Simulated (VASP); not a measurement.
Here is a VASP 6.6.1 calculation.

Contents of POSCAR:

```
ZnS
1.0
    3.8109987816      0.0000000000      0.0000000000
   -1.9054993908      3.3004217586      0.0000000000
    0.0000000000      0.0000000000      6.2340000000
Zn S
2 2
Direct
    0.3333333333      0.6666666667      0.0000000000
    0.6666666667      0.3333333333      0.5000000000
    0.2795669004      0.6273069060      0.3641620451
    0.6129002337      0.2939735727      0.8641620451
```

INCAR.step1

```
  PREC = Accurate
  ENCUT = 520
  ISMEAR = 0
  SIGMA = 0.05
  LREAL = F
  LASPH = T
  NELM = 100
  NBANDS = 26
  GGA = PE
  ALGO = Normal
  EDIFF = 1E-4
  LWAVE = T
  LCHARG = F
```

INCAR.step2

```
  PREC = Accurate
  ENCUT = 520
  EDIFF = 1E-6
  ISMEAR = 0
  SIGMA = 0.05
  LREAL = F
  LASPH = T
  NELM = 100
  ALGO = Normal
  ISIF = 2
  LWAVE = F
  LCHARG = F
  METAGGA = R2SCAN
  LMIXTAU = T
  NBANDS = 26
  ISTART = 1
```

The input KPOINTS:

```
Automatic mesh
0
Gamma
  6 6 4
```

Potentials or basis: VASP PAW PBE potentials, release 64 (Zn, S).

Run with:

```console
$ cat potpaw_PBE.64/Zn/POTCAR potpaw_PBE.64/S/POTCAR > POTCAR
$ cp INCAR.step1 INCAR
$ mpirun -np 1 vasp_std > vasp.out
$ cp INCAR.step2 INCAR
$ mpirun -np 1 vasp_std > vasp.out
```

Question: Predict the largest force.

Answer: 1.243 eV/Å.

Question: What does it give for the band gap on the k mesh?

Answer: 2.73 eV.

Stress tensor (GPa, compression positive):
```
 0.59  0.73 -1.98
 0.73  0.53 -1.97
-1.98 -1.97  2.53
```

Caveat: the cell differs from its parent crystal (all S atoms moved -0.225 Å, as atom 3 along Cartesian [1 1 1]); the PAW data sets were made with another functional, which shifts forces and pressure a little.
